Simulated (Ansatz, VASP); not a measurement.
# HfO2 in VASP and in Ansatz

The input POSCAR:

```
HfO2
1.0
   -3.5768243314      0.0000000000      0.0000000000
    0.0000000000     -3.5768243314      0.0000000000
    0.0000000000     -0.3576824331     10.4053479013
Hf O
4 8
Direct
    0.5000000000      0.4049050000      0.9509500000
    0.5000000000      0.4549050000      0.4509500000
    1.0000000000      0.9299050000      0.7009500000
    1.0000000000      0.9799050000      0.2009500000
    1.0000000000      0.4950968232      0.0490317675
    1.0000000000      0.4450968232      0.5490317675
    0.5000000000     -0.0102868232      0.1028682325
    0.5000000000     -0.0602868232      0.6028682325
    0.5000000000      0.9147131767      0.8528682325
    0.5000000000      0.9647131767      0.3528682325
    0.0000000000      0.4200968232      0.7990317675
    0.0000000000      0.4700968232      0.2990317675
```

INCAR.step1

```
ALGO = Normal ; EDIFF = 1E-4
ENCUT = 520 ; GGA = PE
ISMEAR = 0 ; LASPH = True
LCHARG = False ; LREAL = False
LWAVE = True ; NBANDS = 56
NELM = 60 ; PREC = Accurate
SIGMA = 0.05
```

INCAR.step2

```
ALGO = Normal ; EDIFF = 1E-6
ENCUT = 520 ; ISIF = 2
ISMEAR = 0 ; ISTART = 1
LASPH = True ; LCHARG = False
LMIXTAU = True ; LREAL = False
LWAVE = False ; METAGGA = R2SCAN
NBANDS = 56 ; NELM = 60
PREC = Accurate ; SIGMA = 0.05
```

KPOINTS

```
k-points
0
Gamma
  6 6 3
```

Input for Ansatz:

```yaml
crystal:
  lattice:
    - [-3.5768243314, 0.0, 0.0]
    - [0.0, -3.5768243314, 0.0]
    - [0.0, -0.3576824331, 10.4053479013]
  atoms:
    - { symbol: Hf, position: [0.5, 0.404905, 0.95095] }
    - { symbol: Hf, position: [0.5, 0.454905, 0.45095] }
    - { symbol: Hf, position: [1.0, 0.929905, 0.70095] }
    - { symbol: Hf, position: [1.0, 0.979905, 0.20095] }
    - { symbol: O, position: [1.0, 0.4950968232, 0.0490317675] }
    - { symbol: O, position: [1.0, 0.4450968232, 0.5490317675] }
    - { symbol: O, position: [0.5, -0.0102868232, 0.1028682325] }
    - { symbol: O, position: [0.5, -0.0602868232, 0.6028682325] }
    - { symbol: O, position: [0.5, 0.9147131767, 0.8528682325] }
    - { symbol: O, position: [0.5, 0.9647131767, 0.3528682325] }
    - { symbol: O, position: [0.0, 0.4200968232, 0.7990317675] }
    - { symbol: O, position: [0.0, 0.4700968232, 0.2990317675] }
basis:
  ecutwfc: 500
kpoints:
  mp_grid: { grid: [6, 6, 3] }
hamiltonian:
  xc: r2scan
scf:
  occupations: { method: gaussian, width: 0.05 }
output:
  forces: true
  stress: true
  eigenvalues: true
```

Alike in both runs: task single point; functional r2SCAN; k mesh 6 × 6 × 3; occupations gaussian, width 0.05 eV; no spin polarisation.

```csv
,VASP,Ansatz
version,VASP 6.6.1,Ansatz 0.2.0
potentials or method,"VASP PAW PBE potentials, release 64 (Hf_pv, O), cutoff 520 eV","scalar-relativistic, plane waves, PAW"
valence electrons in the cell,88,152
```

```tsv
	VASP	Ansatz	Ansatz less VASP
gap on the k mesh at the Fermi level (eV)	5.17	5.19	+0.028
least direct gap on the mesh (eV)	5.22	5.25	+0.022
pressure (GPa)	-3.2	0.4	+3.53
traceless stress, the component that is largest in VASP (GPa)	1.30	1.40	+0.100
rms of the force components (eV/Å)	0.194	0.187	-0.0067
```

VASP's potentials were made for PBE, not for r2SCAN. Atom by atom the forces differ by 0.033 eV/Å (rms over components). VASP's potentials hold 88 valence electrons a cell and Ansatz's 152, so a difference there can come from the potentials and not from the codes.

Spin-orbit coupling is off throughout.
